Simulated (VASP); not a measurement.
# NaMg3O4 in VASP: a series of runs

NaMg3O4 is run at these levels: PBE; tasks: single point.

All numbers are computed with VASP 6.6.1; they aren't measurements. Logs are shortened: lines on timing, memory, paths and dates and some standing lists are left out, and cuts for length are marked.

### Step 1. The cell of the first run

It takes space group Pm-3m (No. 221, cubic). Conventional cell: a = 4.354 Å, b = 4.354 Å, c = 4.354 Å, α = 90.00°, β = 90.00°, γ = 90.00°. Mg (site symmetry 4/mmm) has 6 O at 2.18 Å within 2.9 Å. Na (site symmetry m-3m) has 6 O at 2.18 Å within 2.9 Å. O (site symmetry 4/mmm) has 4 Mg at 2.18 Å and 2 Na at 2.18 Å within 2.9 Å. O (site symmetry m-3m) has 6 Mg at 2.18 Å within 2.9 Å.

### Step 2. Single point, PBE

INCAR

```
SYSTEM = NaMg3O4
PREC = Accurate
ENCUT = 520
EDIFF = 1E-7
ISMEAR = -1
SIGMA = 0.05
LREAL = .FALSE.
LASPH = .TRUE.
NELM = 60
ALGO = Normal
ISIF = 2
LWAVE = .FALSE.
LCHARG = .FALSE.
GGA = PE
NBANDS = 28
```

KPOINTS

```
regular mesh
0
G
  6 6 6
  0 0 0
```

POSCAR

```
NaMg3O4
1.0
    4.3537536500      0.0000000000      0.0000000000
    0.0000000000      4.3537536500      0.0000000000
    0.0000000000      0.0000000000      4.3537536500
Mg Na O
3 1 4
Direct
    0.5000000000      0.5000000000      0.0000000000
    0.5000000000      0.0000000000      0.5000000000
    0.0000000000      0.5000000000      0.5000000000
    0.0000000000      0.0000000000      0.0000000000
    0.0000000000      0.5000000000      0.0000000000
    0.0000000000      0.0000000000      0.5000000000
    0.5000000000      0.5000000000      0.5000000000
    0.5000000000      0.0000000000      0.0000000000
```

Potentials or basis: VASP PAW PBE potentials, release 64 (Mg, Na_pv, O).

Started as:

```sh
cat potpaw_PBE.64/Mg/POTCAR potpaw_PBE.64/Na_pv/POTCAR potpaw_PBE.64/O/POTCAR > POTCAR
mpirun -np 1 vasp_std > vasp.out
```

OUTCAR:

```text
SYSTEM = NaMg3O4
   PREC = Accurate
   ENCUT = 520
   EDIFF = 1E-7
   ISMEAR = -1
   LREAL = .FALSE.
   LASPH = .TRUE.
   NELM = 60
   ISIF = 2
   GGA = PE

 ion  position               nearest neighbor table
   1  0.500  0.500  0.000-   5 2.18   7 2.18   8 2.18   7 2.18   8 2.18   5 2.18   2 3.08   3 3.08
                             2 3.08   2 3.08   4 3.08   3 3.08   2 3.08   3 3.08   4 3.08   4 3.08
   2  0.500  0.000  0.500-   6 2.18   7 2.18   8 2.18   8 2.18   7 2.18   6 2.18   1 3.08   4 3.08
                             1 3.08   1 3.08   3 3.08   3 3.08   1 3.08   3 3.08   4 3.08   4 3.08
   3  0.000  0.500  0.500-   5 2.18   6 2.18   7 2.18   5 2.18   6 2.18   7 2.18   1 3.08   4 3.08
                             1 3.08   2 3.08   4 3.08   2 3.08   4 3.08   1 3.08   2 3.08   4 3.08
   4  0.000  0.000  0.000-   5 2.18   6 2.18   8 2.18   6 2.18   5 2.18   8 2.18   2 3.08   3 3.08
                             1 3.08   1 3.08   3 3.08   2 3.08   3 3.08   1 3.08   2 3.08   3 3.08
   5  0.000  0.500  0.000-   1 2.18   3 2.18   4 2.18   3 2.18   4 2.18   1 2.18
   6  0.000  0.000  0.500-   2 2.18   3 2.18   4 2.18   4 2.18   3 2.18   2 2.18
   7  0.500  0.500  0.500-   1 2.18   2 2.18   3 2.18   1 2.18   2 2.18   3 2.18
   8  0.500  0.000  0.000-   1 2.18   2 2.18   4 2.18   2 2.18   1 2.18   4 2.18

  LATTYP: Found a simple cubic cell.
 ALAT       =     4.3537536500

  Lattice vectors:

 A1 = (   4.3537536500,   0.0000000000,   0.0000000000)
 A2 = (   0.0000000000,   4.3537536500,   0.0000000000)
 A3 = (   0.0000000000,   0.0000000000,   4.3537536500)

Analysis of symmetry for initial positions (statically):
=====================================================================
 Subroutine PRICEL returns:
 Original cell was already a primitive cell.

 Routine SETGRP: Setting up the symmetry group for a
 simple cubic supercell.

 Subroutine GETGRP returns: Found 48 space group operations
 (whereof 48 operations were pure point group operations)
 out of a pool of 48 trial point group operations.

The static configuration has the point symmetry O_h .

Analysis of symmetry for dynamics (positions and initial velocities):
=====================================================================
 Subroutine PRICEL returns:
 Original cell was already a primitive cell.

 Routine SETGRP: Setting up the symmetry group for a
 simple cubic supercell.

 Subroutine GETGRP returns: Found 48 space group operations
 (whereof 48 operations were pure point group operations)
 out of a pool of 48 trial point group operations.

The dynamic configuration has the point symmetry O_h .

 Subroutine INISYM returns: Found 48 space group operations
 (whereof 48 operations are pure point group operations),
 and found     1 'primitive' translations

----------------------------------------------------------------------------------------

                                     Primitive cell

  volume of cell :      82.5261

  direct lattice vectors                    reciprocal lattice vectors
     4.353753650  0.000000000  0.000000000     0.229686859  0.000000000  0.000000000
     0.000000000  4.353753650  0.000000000     0.000000000  0.229686859  0.000000000
     0.000000000  0.000000000  4.353753650     0.000000000  0.000000000  0.229686859

  length of vectors
     4.353753650  4.353753650  4.353753650     0.229686859  0.229686859  0.229686859

  position of ions in fractional coordinates (direct lattice)
     0.500000000  0.500000000  0.000000000
     0.500000000  0.000000000  0.500000000
     0.000000000  0.500000000  0.500000000
     0.000000000  0.000000000  0.000000000
     0.000000000  0.500000000  0.000000000
     0.000000000  0.000000000  0.500000000
     0.500000000  0.500000000  0.500000000
     0.500000000  0.000000000  0.000000000

  ion indices of the primitive-cell ions
   primitive index   ion index
                 1           1
                 2           2
                 3           3
                 4           4
                 5           5
                 6           6
                 7           7
                 8           8

----------------------------------------------------------------------------------------

 KPOINTS: regular mesh

Automatic generation of k-mesh.
 Grid dimensions read from file:
 generate k-points for:    6    6    6

 Generating k-lattice:

  Cartesian coordinates                     Fractional coordinates (reciprocal lattice)
     0.038281143  0.000000000  0.000000000     0.166666667  0.000000000  0.000000000
     0.000000000  0.038281143  0.000000000     0.000000000  0.166666667  0.000000000
     0.000000000  0.000000000  0.038281143     0.000000000  0.000000000  0.166666667

  Length of vectors
     0.038281143  0.038281143  0.038281143

  Shift w.r.t. Gamma in fractional coordinates (k-lattice)
     0.000000000  0.000000000  0.000000000

 Subroutine IBZKPT returns following result:
 ===========================================

 Found     20 irreducible k-points:

 Following reciprocal coordinates:
            Coordinates               Weight
  0.000000  0.000000  0.000000      1.000000
  0.166667  0.000000  0.000000      6.000000
  0.333333  0.000000  0.000000      6.000000
  0.500000  0.000000  0.000000      3.000000
  0.166667  0.166667  0.000000     12.000000
  0.333333  0.166667  0.000000     24.000000
[... 12 lines left out ...]
  0.500000  0.500000  0.333333      6.000000
  0.500000  0.500000  0.500000      1.000000
   k-points           NKPTS =     20   k-points in BZ     NKDIM =     20   number of bands    NBANDS=     28
   number of dos      NEDOS =    301   number of ions     NIONS =      8
   total plane-waves  NPLWV =  32768
   dimension x,y,z NGX =    32 NGY =   32 NGZ =   32
   dimension x,y,z NGXF=    64 NGYF=   64 NGZF=   64
   ions per type =               3   1   4
   NGX,Y,Z   is equivalent  to a cutoff of  12.22, 12.22, 12.22 a.u.
   NGXF,Y,Z  is equivalent  to a cutoff of  24.44, 24.44, 24.44 a.u.
 SYSTEM =  NaMg3O4
   PREC   = accura    normal or accurate (medium, high low for compatibility)
   ISTART =      0    job   : 0-new  1-cont  2-samecut
   ICHARG =      2    charge: 1-file 2-atom 10-const
   ISPIN  =      1    spin polarized calculation?
   LNONCOLLINEAR =      F non collinear calculations
   LSORBIT =      F    spin-orbit coupling
   LASPH  =      T    aspherical Exc in radial PAW
   ENCUT  =  520.0 eV  38.22 Ry    6.18 a.u.   8.10  8.10  8.10*2*pi/ulx,y,z
   NELM   =     60;   NELMIN=  2; NELMDL= -5     # of ELM steps
   EDIFF  = 0.1E-06   stopping-criterion for ELM
   LREAL  =      F    real-space projection
   EDIFFG = 0.1E-05   stopping-criterion for IOM
   NSW    =      0    number of steps for IOM
   IBRION =     -1    ionic relax: 0-MD 1-quasi-New 2-CG
   NFREE  =      0    steps in history (QN), initial steepest desc. (CG)
   ISIF   =      2    stress and relaxation
   ISYM   =      2    0-nonsym 1-usesym 2-fastsym
   POTIM  = 0.5000    time-step for ionic-motion
   TEBEG  =    0.0;   TEEND  =   0.0 temperature during run
   PSTRESS=    0.0 pullay stress
   NELECT =      37.0000    total number of electrons
   NUPDOWN=      -1.0000    fix difference up-down
   EMIN   =  10.00;   EMAX   =-10.00  energy-range for DOS
   EFERMI =   0.00;   METHOD = LEGACY
   ISMEAR =    -1;   SIGMA  =   0.05  broadening in eV -4-tet -1-fermi 0-gaus
   EFERMI_NEDOS =   21; number of points for ismear=-14 and -15
   IALGO  =     38    algorithm
   IMIX   =      4    mixing-type and parameters
     AMIX     =   0.40;   BMIX     =  1.00
     AMIX_MAG =   1.60;   BMIX_MAG =  1.00
  volume/ion in A,a.u.               =      10.32        69.61
  Fermi-wavevector in a.u.,A,eV,Ry     =   1.252982  2.367793 21.360661  1.569964
  Thomas-Fermi vector in A             =   2.386857
   LORBIT       =      0    0 simple, 1 ext, 2 COOP (PROOUT), +10 PAW based schemes
   GGA     = PE    functional components
   LHFCALC =     F    Hartree Fock is set to
   AEXX    =    0.0000 exact exchange contribution
   IVDW    =     0    specifies the selected vdW correction
   LEPSILON=     F    determine dielectric tensor
   LRPA    =     F    only Hartree local field effects (RPA)
 non-spin polarized calculation
  energy-cutoff  :      520.00
  volume of cell :       82.53
 maximum number of plane-waves:      2272
   NGX = 17   NGY = 17   NGZ = 17

 number of electron      36.9999968 magnetization

 Free energy of the ion-electron system (eV)
  ---------------------------------------------------
  ext. energy  EPLUGINS =         0.00000000
  ---------------------------------------------------
  free energy    TOTEN  =       -42.58696770 eV

  energy without entropy =      -42.51922850  energy(sigma->0) =      -42.55309810

 E-fermi :   1.9551     XC(G=0): -10.5713

 val. band max:        1.9450718230   @ k =   0.3333   0.3333   0.0000
 cond. band min:       1.9608529003   @ k =   0.3333   0.1667   0.0000
 fundamental gap:      0.0157810773
 Fermi energy:         1.9550952677

 k-point     1 :       0.0000    0.0000    0.0000
  band No.  band energies     occupation
      1     -17.6553      2.00000
      2     -17.6553      2.00000
      3     -17.6553      2.00000
      4     -14.6677      2.00000
      5     -13.5669      2.00000
      6     -13.4144      2.00000
[... 20 lines left out ...]
     27      14.4829      0.00000
     28      14.4829      0.00000

 k-point     2 :       0.1667    0.0000    0.0000
  band No.  band energies     occupation
      1     -17.6874      2.00000
      2     -17.6549      2.00000
      3     -17.6549      2.00000
      4     -14.5809      2.00000
      5     -13.6010      2.00000
      6     -13.4072      2.00000
[... 550 lines left out ...]
 k-point    20 :       0.5000    0.5000    0.5000
  band No.  band energies     occupation
      1     -17.7689      2.00000
      2     -17.7689      2.00000
      3     -17.7689      2.00000
      4     -13.9245      2.00000
      5     -13.3854      2.00000
      6     -13.3854      2.00000
[... 20 lines left out ...]
     27      15.1530      0.00000
     28      17.3255      0.00000

------------------------ aborting loop because EDIFF is reached ----------------------------------------

  FORCE on cell =-STRESS in cart. coord.  units (eV):
  Direction    XX          YY          ZZ          XY          YZ          ZX
  --------------------------------------------------------------------------------------
  -------------------------------------------------------------------------------------
  Total       -0.6692971     -0.6692971     -0.6692971      0.0000000     -0.0000000      0.0000000
  in kB      -12.9938540    -12.9938540    -12.9938540      0.0000000     -0.0000000      0.0000000
  external PRESSURE =     -12.9938540 kB  Pullay stress =       0.0000000 kB

 VOLUME and BASIS-vectors are now :
 -----------------------------------------------------------------------------
  energy-cutoff  :      520.00
  volume of cell :       82.53
      direct lattice vectors                 reciprocal lattice vectors
     4.353753650  0.000000000  0.000000000     0.229686859  0.000000000  0.000000000
     0.000000000  4.353753650  0.000000000     0.000000000  0.229686859  0.000000000
     0.000000000  0.000000000  4.353753650     0.000000000  0.000000000  0.229686859

 POSITION                                       TOTAL-FORCE (eV/Angst)
 -----------------------------------------------------------------------------------
      2.17688      2.17688      0.00000         0.000000      0.000000      0.000000
      2.17688      0.00000      2.17688         0.000000      0.000000      0.000000
      0.00000      2.17688      2.17688         0.000000      0.000000      0.000000
      0.00000      0.00000      0.00000         0.000000      0.000000      0.000000
      0.00000      2.17688      0.00000         0.000000      0.000000      0.000000
      0.00000      0.00000      2.17688         0.000000      0.000000      0.000000
      2.17688      2.17688      2.17688         0.000000      0.000000      0.000000
      2.17688      0.00000      0.00000         0.000000      0.000000      0.000000
 -----------------------------------------------------------------------------------
    total drift:                                0.000000      0.000000     -0.000000

  FREE ENERGIE OF THE ION-ELECTRON SYSTEM (eV)
  ---------------------------------------------------
  free  energy   TOTEN  =       -42.5869677034 eV

  energy  without entropy=      -42.5192285010  energy(sigma->0) =      -42.55309810
```

It took 22 s on 1 thread of Intel Xeon Platinum 8559C (Emerald Rapids), shared host; peak memory 0.19 GiB.

Results:

```
Free energy : -42.5870 eV
Pressure    : -1.3 GPa
```

Caveat: an odd number of electrons without spin polarisation forces a metal; a magnetic or distorted state may lie lower.

### Step 3. Single point, PBE (atoms moved at random)

INCAR

```
ALGO     = Normal         # electronic algorithm
EDIFF    = 1E-6           # SCF threshold, eV
ENCUT    = 520            # plane-wave cutoff, eV
GGA      = PE             # functional
ISIF     = 2              # what is computed and relaxed
ISMEAR   = -1             # smearing method
LASPH    = True           # aspherical terms in the spheres
LCHARG   = True           # write CHGCAR
LELF     = True           # ELF
LREAL    = False          # projectors in reciprocal space
LVHAR    = True         
LWAVE    = False          # write WAVECAR
NBANDS   = 28             # bands
NELM     = 60             # most SCF steps
PREC     = Accurate       # precision mode
SIGMA    = 0.05           # smearing width, eV
```

KPOINTS

```
k-points
0
Gamma
  6 6 6
```

POSCAR

```
NaMg3O4
1.0
    4.3537536500      0.0000000000      0.0000000000
    0.0000000000      4.3537536500      0.0000000000
    0.0000000000      0.0000000000      4.3537536500
Mg Na O
3 1 4
Direct
    0.4856970000      0.5020640000     -0.0097630000
    0.5058590000     -0.0054630000      0.5097280000
    0.0086010000      0.5003180000      0.4935370000
   -0.0017880000      0.0028260000      0.0071380000
   -0.0014550000      0.4890810000      0.0050320000
   -0.0021460000      0.0088710000      0.4856040000
    0.5037500000      0.5097870000      0.5057580000
    0.5181760000      0.0060170000     -0.0114280000
```

Potentials or basis: VASP PAW PBE potentials, release 64 (Mg, Na_pv, O).

Started as:

```sh
cat potpaw_PBE.64/Mg/POTCAR potpaw_PBE.64/Na_pv/POTCAR potpaw_PBE.64/O/POTCAR > POTCAR
mpirun -np 1 vasp_std > vasp.out
```

It took 1.7 min on 1 thread of Intel Xeon Platinum 8559C (Emerald Rapids), shared host; peak memory 0.33 GiB.

Results (log left out):

- Free energy: -42.4069 eV
- Pressure: -0.3 GPa
- Largest force: 1.154 eV/Å

Forces on the atoms (eV/Å):
```
Mg   0.580 -0.083  0.321
Mg   0.066  0.329 -0.415
Mg  -0.376 -0.018  0.099
Na   0.548 -0.426 -0.714
O    0.201  0.778 -0.240
O    0.322 -0.245  0.971
O   -0.226 -0.171 -0.270
O   -1.115 -0.165  0.249
```

Stress tensor (GPa, compression positive):
```
-0.75 -0.01  0.13
-0.01 -0.61  0.10
 0.13  0.10  0.34
```

Levels at points of the mesh, in eV from the Fermi level:
```csv
k point,band 15,band 16,band 17,band 18,band 19,band 20,band 21,band 22,band 23,band 24
"(0.00, 0.00, 0.00)",-0.82,-0.82,0.20,0.21,0.22,4.39,9.04,9.07,9.62,9.64
"(0.50, 0.00, 0.00)",-0.92,-0.67,-0.66,-0.16,-0.15,7.22,7.91,10.83,11.06,11.11
"(0.00, 0.50, 0.00)",-0.92,-0.67,-0.66,-0.16,-0.15,7.22,7.86,10.72,11.13,11.22
"(0.00, 0.00, 0.50)",-0.92,-0.67,-0.66,-0.16,-0.15,7.20,7.87,10.80,11.10,11.27
"(0.50, 0.50, 0.00)",-0.73,-0.57,-0.55,-0.48,-0.04,8.56,8.99,9.26,9.53,11.24
"(0.00, 0.50, 0.50)",-0.73,-0.56,-0.55,-0.50,-0.05,8.62,9.06,9.15,9.36,11.37
"(0.50, 0.00, 0.50)",-0.73,-0.57,-0.56,-0.47,-0.05,8.56,9.02,9.32,9.44,11.19
"(0.50, 0.50, 0.50)",-0.50,-0.49,-0.48,-0.06,-0.05,7.45,8.18,8.21,8.24,11.57
```

Caveat: the cell differs from its parent crystal (atoms moved at random); an odd number of electrons without spin polarisation forces a metal; a magnetic or distorted state may lie lower.
